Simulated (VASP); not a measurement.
Here is a VASP 6.6.1 calculation.

The input POSCAR:

```
MgH2
1.0
    0.0000000000      2.3097188899      2.3097188899
    2.3097188899      0.0000000000      2.3097188899
    2.3097188899      2.3097188899      0.0000000000
Mg H
1 2
Direct
    0.0000000000      0.0000000000      0.0000000000
    0.7500000000      0.7500000000      0.7500000000
    0.2500000000      0.2500000000      0.2500000000
```

The input INCAR.step1:

```
SYSTEM = MgH2
PREC = Accurate
ENCUT = 520
ISMEAR = -1
SIGMA = 0.1
LREAL = .FALSE.
LASPH = .TRUE.
NELM = 100
NBANDS = 9
GGA = PE
ALGO = Normal
EDIFF = 1E-4
LWAVE = .TRUE.
LCHARG = .FALSE.
```

Contents of INCAR.step2:

```
SYSTEM = MgH2
PREC = Accurate
ENCUT = 520
EDIFF = 1E-7
ISMEAR = -1
SIGMA = 0.1
LREAL = .FALSE.
LASPH = .TRUE.
NELM = 100
ALGO = Normal
ISIF = 2
LWAVE = .FALSE.
LCHARG = .FALSE.
METAGGA = R2SCAN
LMIXTAU = .TRUE.
NBANDS = 9
ISTART = 1
```

The input KPOINTS:

```
Automatic mesh
0
G
  6 6 6
  0 0 0
```

Potentials or basis: VASP PAW PBE potentials, release 64 (Mg, H).

The run is started by

```bash
$ cat potpaw_PBE.64/Mg/POTCAR potpaw_PBE.64/H/POTCAR > POTCAR
$ cp INCAR.step1 INCAR
$ mpirun -np 1 vasp_std > vasp.out
$ cp INCAR.step2 INCAR
$ mpirun -np 1 vasp_std > vasp.out
```

Predict the band gap on the k mesh.

zero (band 2 reaches 4.50 eV, above the bottom of band 3 at 3.37 eV).

What does it give for the pressure?

4.3 GPa.

Caveat: the k points lie up to 0.39 Å⁻¹ apart; the PAW data sets were made with another functional, which shifts forces and pressure a little.
